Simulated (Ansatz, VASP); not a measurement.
**Al3GaN4: VASP beside Ansatz**

```
Al Ga N
1.0
     5.24514    0.00000    0.00012
     0.00000    3.25528    0.00000
    -0.00337    0.00000    5.85143
Al Ga N
3 1 4
Direct
  0.50023 0.50000 0.16733
  0.00092 0.50000 0.83481
  0.00109 0.00000 0.33169
  0.49942 0.00000 0.66620
  0.11117 0.00000 0.66633
  0.12245 0.50000 0.16716
  0.62512 0.50000 0.84019
  0.62319 0.00000 0.32629
```

Change from the starting cell: strain +0.040 along x and y, +0.080 along z, atoms carried along.

Alike in both runs: task single point; functional PBEsol; k mesh 6 × 8 × 4; occupations gaussian, width 0.05 eV; no spin polarisation.

|  | VASP | Ansatz |
| --- | --- | --- |
| version | VASP 6.6.1 | Ansatz 0.2.0 |
| potentials or method | VASP PAW PBE potentials, release 64 (Al, Ga_d, N), cutoff 520 eV | scalar-relativistic, plane waves, PAW |
| valence electrons in the cell | 42 | 42 |

Ansatz gave:

```
gap on the k mesh at the Fermi level (eV)                     : 2.24
least direct gap on the mesh (eV)                             : 2.24
pressure (GPa)                                                : -22.3
traceless stress, the component that is largest in VASP (GPa) : -6.03
rms of the force components (eV/Å)                            : 0.063
```

**Question.** Which values does VASP return?

**Answer.** gap on the k mesh at the Fermi level (eV): 2.25; least direct gap on the mesh (eV): 2.25; pressure (GPa): -22.4; traceless stress, the component that is largest in VASP (GPa): -6.07; rms of the force components (eV/Å): 0.064.

VASP's potentials were made for PBE, not for PBEsol. Atom by atom the forces differ by 0.003 eV/Å (rms over components). With one functional, cell and mesh, what is left measures potentials, basis and numerics.
